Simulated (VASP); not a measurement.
# LiH (Fm-3m) in VASP: G0W0 quasiparticle levels with PBE

Aim: the G0W0 quasiparticle levels of LiH with PBE.

Everything below comes from runs of VASP 6.6.1. Logs are shortened: lines on timing, memory, paths and dates and some standing lists are left out, and cuts for length are marked.

## 1. The cell of the first run

It takes space group Fm-3m (No. 225, cubic). The conventional cell has a = 4.007 Å, b = 4.007 Å, c = 4.007 Å, α = 90.00°, β = 90.00°, γ = 90.00°. Li (site symmetry m-3m) has 6 H at 2.00 Å within 2.7 Å. H (site symmetry m-3m) has 6 Li at 2.00 Å within 2.7 Å.

## 2. G0W0 quasiparticle levels, PBE

The input, POSCAR:

```
LiH
1.0
    0.0000000000      2.0035500380      2.0035500380
    2.0035500380      0.0000000000      2.0035500380
    2.0035500380      2.0035500380      0.0000000000
Li H
1 1
Direct
    0.0000000000      0.0000000000      0.0000000000
    0.5000000000      0.5000000000      0.5000000000
```

The input, INCAR.step1:

```
SYSTEM = LiH
ALGO = Normal ; EDIFF = 1E-8
ENCUT = 500 ; GGA = PE
ISMEAR = 0 ; LASPH = .True.
LCHARG = .False. ; LREAL = .False.
LWAVE = .True. ; NELM = 100
PREC = Accurate ; SIGMA = 0.01
```

The input, INCAR.step2:

```
SYSTEM = LiH
ALGO = Exact ; EDIFF = 1E-8
ENCUT = 500 ; GGA = PE
ISMEAR = 0 ; ISTART = 1
LASPH = .True. ; LCHARG = .False.
LOPTICS = .True. ; LREAL = .False.
LWAVE = .True. ; NBANDS = 49
NELM = 1 ; PREC = Accurate
SIGMA = 0.01
```

The input, INCAR.step3:

```
SYSTEM = LiH
ALGO = EVGW0 ; EDIFF = 1E-8
ENCUT = 500 ; ENCUTGW = 120.0
GGA = PE ; ISMEAR = 0
ISTART = 1 ; LASPH = .True.
LCHARG = .False. ; LREAL = .False.
LWAVE = .False. ; NBANDS = 49
NBANDSGW = 9 ; NELMGW = 1
NOMEGA = 96 ; OMEGAMAX = 20
PREC = Accurate ; PRECFOCK = Fast
SIGMA = 0.01
```

The input, KPOINTS:

```
k-points
0
Gamma
  8 8 8
  0 0 0
```

Potentials or basis: VASP PAW PBE potentials, release 64 (Li_GW, H_GW).

On the command line:

```bash
$ cat potpaw_PBE.64/Li_GW/POTCAR potpaw_PBE.64/H_GW/POTCAR > POTCAR
$ cp INCAR.step1 INCAR
$ mpirun -np 1 vasp_std > vasp.out
$ cp INCAR.step2 INCAR
$ mpirun -np 1 vasp_std > vasp.out
$ cp INCAR.step3 INCAR
$ mpirun -np 1 vasp_std > vasp.out
```

OUTCAR:

```text
SYSTEM = LiH
   EDIFF = 1E-8
   ENCUT = 500
   ENCUTGW = 120.0
   GGA = PE
   ISMEAR = 0
   ISTART = 1
   LASPH = .True.
   LREAL = .False.
   NELMGW = 1
   PREC = Accurate
   PRECFOCK = Fast

 ion  position               nearest neighbor table
   1  0.000  0.000  0.000-   2 2.00   2 2.00   2 2.00   2 2.00   2 2.00   2 2.00
   2  0.500  0.500  0.500-   1 2.00   1 2.00   1 2.00   1 2.00   1 2.00   1 2.00

  LATTYP: Found a face centered cubic cell.
 ALAT       =     4.0071000760

  Lattice vectors:

 A1 = (   0.0000000000,   2.0035500380,   2.0035500380)
 A2 = (   2.0035500380,   0.0000000000,   2.0035500380)
 A3 = (   2.0035500380,   2.0035500380,   0.0000000000)

Analysis of symmetry for initial positions (statically):
=====================================================================
 Subroutine PRICEL returns:
 Original cell was already a primitive cell.

 Routine SETGRP: Setting up the symmetry group for a
 face centered cubic supercell.

 Subroutine GETGRP returns: Found 48 space group operations
 (whereof 48 operations were pure point group operations)
 out of a pool of 48 trial point group operations.

The static configuration has the point symmetry O_h .

Analysis of symmetry for dynamics (positions and initial velocities):
=====================================================================
 Subroutine PRICEL returns:
 Original cell was already a primitive cell.

 Routine SETGRP: Setting up the symmetry group for a
 face centered cubic supercell.

 Subroutine GETGRP returns: Found 48 space group operations
 (whereof 48 operations were pure point group operations)
 out of a pool of 48 trial point group operations.

The dynamic configuration has the point symmetry O_h .

 Subroutine INISYM returns: Found 48 space group operations
 (whereof 48 operations are pure point group operations),
 and found     1 'primitive' translations

----------------------------------------------------------------------------------------

                                     Primitive cell

  volume of cell :      16.0854

  direct lattice vectors                    reciprocal lattice vectors
     0.000000000  2.003550038  2.003550038    -0.249557032  0.249557032  0.249557032
     2.003550038  0.000000000  2.003550038     0.249557032 -0.249557032  0.249557032
     2.003550038  2.003550038  0.000000000     0.249557032  0.249557032 -0.249557032

  length of vectors
     2.833447637  2.833447637  2.833447637     0.432245458  0.432245458  0.432245458

  position of ions in fractional coordinates (direct lattice)
     0.000000000  0.000000000  0.000000000
     0.500000000  0.500000000  0.500000000

  ion indices of the primitive-cell ions
   primitive index   ion index
                 1           1
                 2           2

----------------------------------------------------------------------------------------

 KPOINTS: k-points

Automatic generation of k-mesh.
 Grid dimensions read from file:
 generate k-points for:    8    8    8

 Generating k-lattice:

  Cartesian coordinates                     Fractional coordinates (reciprocal lattice)
    -0.031194629  0.031194629  0.031194629     0.125000000  0.000000000  0.000000000
     0.031194629 -0.031194629  0.031194629     0.000000000  0.125000000  0.000000000
     0.031194629  0.031194629 -0.031194629     0.000000000  0.000000000  0.125000000

  Length of vectors
     0.054030682  0.054030682  0.054030682

  Shift w.r.t. Gamma in fractional coordinates (k-lattice)
     0.000000000  0.000000000  0.000000000

 Subroutine IBZKPT returns following result:
 ===========================================

 Found     29 irreducible k-points:

 Following reciprocal coordinates:
            Coordinates               Weight
  0.000000  0.000000  0.000000      1.000000
  0.125000  0.000000  0.000000      8.000000
  0.250000  0.000000  0.000000      8.000000
  0.375000  0.000000  0.000000      8.000000
  0.500000  0.000000  0.000000      4.000000
  0.125000  0.125000  0.000000      6.000000
[... 16 lines left out ...]
  0.500000  0.250000  0.125000     48.000000
 -0.375000  0.250000  0.125000     24.000000
 [... further k-points ...]
   k-points           NKPTS =     29   k-points in BZ     NKDIM =    512   number of bands    NBANDS=     49
   number of dos      NEDOS =    301   number of ions     NIONS =      2
   total plane-waves  NPLWV =  13824
   dimension x,y,z NGX =    24 NGY =   24 NGZ =   24
   dimension x,y,z NGXF=    48 NGYF=   48 NGZF=   48
   ions per type =               1   1
   NGX,Y,Z   is equivalent  to a cutoff of  14.08, 14.08, 14.08 a.u.
   NGXF,Y,Z  is equivalent  to a cutoff of  28.16, 28.16, 28.16 a.u.
 SYSTEM =  LiH
   PREC   = accura    normal or accurate (medium, high low for compatibility)
   ISTART =      1    job   : 0-new  1-cont  2-samecut
   ICHARG =      0    charge: 1-file 2-atom 10-const
   ISPIN  =      1    spin polarized calculation?
   LNONCOLLINEAR =      F non collinear calculations
   LSORBIT =      F    spin-orbit coupling
   LASPH  =      T    aspherical Exc in radial PAW
   ENCUT  =  500.0 eV  36.75 Ry    6.06 a.u.   5.17  5.17  5.17*2*pi/ulx,y,z
   NELM   =     60;   NELMIN=  2; NELMDL=  0     # of ELM steps
   EDIFF  = 0.1E-07   stopping-criterion for ELM
   LREAL  =      F    real-space projection
   EDIFFG = 0.1E-06   stopping-criterion for IOM
   NSW    =      0    number of steps for IOM
   IBRION =     -1    ionic relax: 0-MD 1-quasi-New 2-CG
   NFREE  =      0    steps in history (QN), initial steepest desc. (CG)
   ISIF   =      0    stress and relaxation
   ISYM   =      3    0-nonsym 1-usesym 2-fastsym
   POTIM  = 0.5000    time-step for ionic-motion
   TEBEG  =    0.0;   TEEND  =   0.0 temperature during run
   PSTRESS=    0.0 pullay stress
   NELECT =       2.0000    total number of electrons
   NUPDOWN=      -1.0000    fix difference up-down
   EMIN   =  10.00;   EMAX   =-10.00  energy-range for DOS
   EFERMI =   0.00;   METHOD = LEGACY
   ISMEAR =     0;   SIGMA  =   0.01  broadening in eV -4-tet -1-fermi 0-gaus
   EFERMI_NEDOS =   21; number of points for ismear=-14 and -15
   IALGO  =     38    algorithm
   IMIX   =      4    mixing-type and parameters
     AMIX     =   0.40;   BMIX     =  1.00
     AMIX_MAG =   1.60;   BMIX_MAG =  1.00
  volume/ion in A,a.u.               =       8.04        54.27
  Fermi-wavevector in a.u.,A,eV,Ry     =   0.817099  1.544093  9.083939  0.667651
  Thomas-Fermi vector in A             =   1.927486
   LORBIT       =      0    0 simple, 1 ext, 2 COOP (PROOUT), +10 PAW based schemes
   GGA     = PE    functional components
   LHFCALC =     T    Hartree Fock is set to
   PRECFOCK=fast      Normal, Fast or Accurate (Low or Medium for compatibility)
   ENCUT4O =  -1.0   cutoff for four orbital integrals eV
   NKREDX  =     1    reduce k-point grid by
   NKREDY  =     1    reduce k-point grid by
   NKREDZ  =     1    reduce k-point grid by
   AEXX    =    1.0000 exact exchange contribution
   HFSCREEN=    0.0000 screening length (either q_TF or 0.3 A-1)
   HFSCREENC=   0.0000 screening length for correlation (either q_TF or 0.3 A-1)
   ENCUTFOCK=  -1.0 apply spherical cutoff to Coloumb kernel
   IVDW    =     0    specifies the selected vdW correction
   LEPSILON=     F    determine dielectric tensor
   LRPA    =     F    only Hartree local field effects (RPA)
   LRPAFORCE           =     F    calculate RPA forces
   ENCUTGW             = 120.0    cutoff for response function in eV
   ENCUTGWSOFT         =  96.0    soft cutoff for Coulomb kernel in GW response function in eV
   ENCUTLF             =  -1.0    cutoff for local field effects
   NELMGW              =     1    number of iterations in solving QP/BSE equation
   NELMHF              =     1    number of iterations in the inner HF iteration
   NKREDLFX            =     1    NKREDLFY  =   1   NKREDLFZ  =   1
 non-spin polarized calculation
 Gauss-broadening in eV      SIGMA  =   0.01
  energy-cutoff  :      500.00
  volume of cell :       16.09
 maximum number of plane-waves:       419
 NGX is ok and might be reduce to    24
  NGX = 14; NGY = 14; NGZ = 14
   NGX = 11   NGY = 11   NGZ = 11
 maximum number of plane-waves:        59
 NGX is ok and might be reduce to    14

 QP shifts <psi_nk| G(iteration)W_0 |psi_nk>: iteration 1
 for sc-GW calculations column KS-energies equals QP-energies in previous step
 and V_xc(KS)=  KS-energies - (<T + V_ion + V_H > + <T+V_H+V_ion>^1  + <V_x>^1)

 k-point   1 :       0.0000    0.0000    0.0000
  band No.  KS-energies  QP-energies   sigma(KS)   V_xc(KS)     V^pw_x(r,r')   Z            occupation Imag(sigma)

      1      -8.1225      -9.5850     -11.5262      -9.3447     -15.1877       0.6704       2.0000       0.1916
      2      13.4468      14.1463     -10.2951     -11.2924      -4.1554       0.7015       0.0000      -0.9285
      3      15.2546      16.2981      -6.5631      -7.9586      -1.3783       0.7477       0.0000      -0.5398
      4      15.2546      16.2981      -6.5631      -7.9586      -1.3783       0.7477       0.0000      -0.5398
      5      15.2546      16.2981      -6.5631      -7.9586      -1.3783       0.7477       0.0000      -0.5398
      6      19.9785      20.4548      -6.7625      -7.2604      -1.1017       0.9568       0.0000      -2.2011
      7      19.9785      20.4548      -6.7625      -7.2604      -1.1017       0.9568       0.0000      -2.2011
      8      19.9785      20.4548      -6.7625      -7.2604      -1.1017       0.9568       0.0000      -2.2011
      9      21.6237      22.2572      -6.0433      -6.7656      -0.8195       0.8771       0.0000      -1.8792

 k-point   2 :       0.1250    0.0000    0.0000
  band No.  KS-energies  QP-energies   sigma(KS)   V_xc(KS)     V^pw_x(r,r')   Z            occupation Imag(sigma)

      1      -7.8439      -9.2925     -11.5290      -9.3772     -15.0603       0.6732       2.0000       0.1752
      2      11.2299      11.9194      -8.3613      -9.3138      -3.0535       0.7239       0.0000      -0.4982
      3      13.9244      14.6365      -8.3989      -9.3720      -2.6313       0.7318       0.0000      -0.8598
      4      14.6995      15.6432      -6.5770      -7.8380      -1.3771       0.7484       0.0000      -0.5803
      5      14.6995      15.6432      -6.5770      -7.8380      -1.3771       0.7484       0.0000      -0.5803
      6      19.5651      20.2496      -6.4020      -7.2209      -0.9544       0.8359       0.0000      -1.6202
      7      21.1671      21.9146      -6.4806      -7.3088      -0.9779       0.9025       0.0000      -2.0932
      8      21.1671      21.9146      -6.4806      -7.3088      -0.9779       0.9025       0.0000      -2.0932
      9      23.2078      24.7892      -6.7183      -8.3814      -1.6140       0.9509       0.0000      -2.2536
[... 274 lines left out ...]
 k-point  24 :      -0.3750    0.2500    0.1250
  band No.  KS-energies  QP-energies   sigma(KS)   V_xc(KS)     V^pw_x(r,r')   Z            occupation Imag(sigma)

      1      -4.3719      -5.6942     -12.0739     -10.2837     -14.1566       0.7386       2.0000       0.0648
      2       2.4216       3.0434      -6.6761      -7.4695      -3.0145       0.7837       0.0000      -0.0705
      3       6.2035       6.8928      -7.5655      -8.4927      -3.1912       0.7434       0.0000      -0.1463
      4      10.6503      11.3119      -6.7896      -7.6731      -1.7892       0.7488       0.0000      -0.4064
      5      13.7903      14.6122      -7.0975      -8.2154      -1.6506       0.7352       0.0000      -0.6804
      6      20.4598      21.2382      -7.0362      -7.9493      -1.4748       0.8524       0.0000      -1.8702
      7      23.5129      24.6042      -7.0989      -8.3425      -1.3960       0.8775       0.0000      -2.2097
      8      24.7281      26.0241      -6.1589      -7.6506      -0.8850       0.8688       0.0000      -1.9392
      9      25.9738      27.5273      -6.4224      -8.1605      -1.3117       0.8938       0.0000      -2.1685

 [... further k-points ...]
```

Wall time 2.8 min (1 thread of Intel Xeon 6975P-C (Granite Rapids), shared host); peak memory 0.46 GiB.

Results:

- Quasiparticle gap: 4.89 eV
- Least direct quasiparticle gap: 4.89 eV
- Band gap of the starting levels on the mesh: 2.98 eV
- Least direct gap of the starting levels on the mesh: 2.98 eV

Caveat: bands, screening cutoff and mesh are small and nothing is extrapolated, so the quasiparticle values aren't converged.
